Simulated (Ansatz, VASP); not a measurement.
**Two plane-wave programs on ScF**

```xyz
2
Lattice="2.2271 -2.2392 0.0000 2.2271 2.2392 0.0000 0.0000 0.0000 3.2291" Properties=species:S:1:pos:R:3 pbc="T T T"
Sc    2.2271    0.0000    1.6146
F     0.0000    0.0000    1.6146
```

Alike in both runs: functional PBE; k mesh 6 × 6 × 5; occupations gaussian, width 0.2 eV; no spin polarisation.

Ansatz relaxed the structure, and its values are those at the end. VASP's run is a single point on that final structure, the one shown.

|  | VASP | Ansatz |
| --- | --- | --- |
| version | VASP 6.6.1 | Ansatz 0.2.0 |
| potentials or method | VASP PAW PBE potentials, release 64 (Sc_sv, F), cutoff 600 eV | scalar-relativistic, plane waves, PAW |
| valence electrons in the cell | 18 | 18 |

VASP gave:

| Item | Value |
| --- | --- |
| gap on the k mesh at the Fermi level (eV) | none |
| pressure (GPa) | 0.4 |

Q: Estimate Ansatz's values.

A: gap on the k mesh at the Fermi level (eV): none; pressure (GPa): 0.2.

A gap of «none» marks a metal or a gap that the smearing closes.

The k mesh is coarse, so the values compare programs but aren't converged.
